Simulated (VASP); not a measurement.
Here is a VASP 6.6.1 calculation.

The input INCAR:

```
SYSTEM = Bi
ALGO = Normal ; EDIFF = 1E-6
ENCUT = 520 ; GGA = PE
ISIF = 2 ; ISMEAR = -1
LASPH = .TRUE. ; LCHARG = .TRUE.
LELF = .TRUE. ; LREAL = .FALSE.
LVHAR = .TRUE. ; LWAVE = .FALSE.
NBANDS = 22 ; NELM = 100
PREC = Accurate ; SIGMA = 0.05
```

KPOINTS

```
k-points
0
G
  14 14 8
  0 0 0
```

File POSCAR:

```
Bi
1.0
    3.3552025240      0.0000000000      0.0000000000
   -1.6776012620      2.9056906206      0.0000000000
    0.0000000000      0.0000000000      5.4631257916
Bi
2
Direct
    0.3333333333      0.6666666667      0.2500000000
    0.6666666667      0.3333333333      0.7500000000
```

Potentials or basis: VASP PAW PBE potentials, release 64 (Bi_d).

Run with:

```console
$ cat potpaw_PBE.64/Bi_d/POTCAR > POTCAR
$ mpirun -np 1 vasp_std > vasp.out
```

What does it give for the pressure?

13.4 GPa.

Predict the band gap on the k mesh.

zero (bands 15 and 16 overlap by 8.07 eV).

Caveat: the cell stands under pressure; spin-orbit coupling is left out, which moves the levels of the heavy elements.
